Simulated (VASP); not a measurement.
V: single point with PBE

The system is V.

```
V
1.0
    -1.49861    1.49861    1.49861
     1.49861   -1.49861    1.49861
     1.49861    1.49861   -1.49861
V
1
Direct
  0.00000 0.00000 0.00000
```

- Program: VASP 6.6.1
- Task: single point
- Functional: PBE
- Potentials or basis: VASP PAW PBE potentials, release 64 (V_sv)
- Cutoff: 520 eV
- k mesh: 20 × 20 × 20
- Occupations: gaussian, width 0.1 eV
- Spin: no spin polarisation
- Dipole correction: no
- Further INCAR settings: ALGO = Normal; EDIFF = 1e-07; NBANDS = 12

```json
{
 "Pressure": "0.2 GPa",
 "Band gap on the k mesh": "zero (an odd number of electrons rules out a gap without spin polarisation)"
}
```

Levels at points of the mesh, in eV from the Fermi level:
```tsv
k point	band 4	band 5	band 6	band 7	band 8	band 9	band 10	band 11
(0.00, 0.00, 0.00)	-37.02	-6.58	0.41	0.41	0.41	2.42	2.42	20.50
(0.50, 0.00, 0.00)	-37.03	-3.17	-1.13	1.65	2.42	2.78	4.12	10.18
(0.50, 0.50, 0.50)	-37.63	-2.99	-2.99	3.72	3.72	3.72	10.21	10.21
```

It took 27 s on 1 thread of Intel(R) Xeon(R) Platinum 8259CL CPU @ 2.50GHz (Skylake/Cascade Lake), on a shared host, peak memory 0.15 GiB.
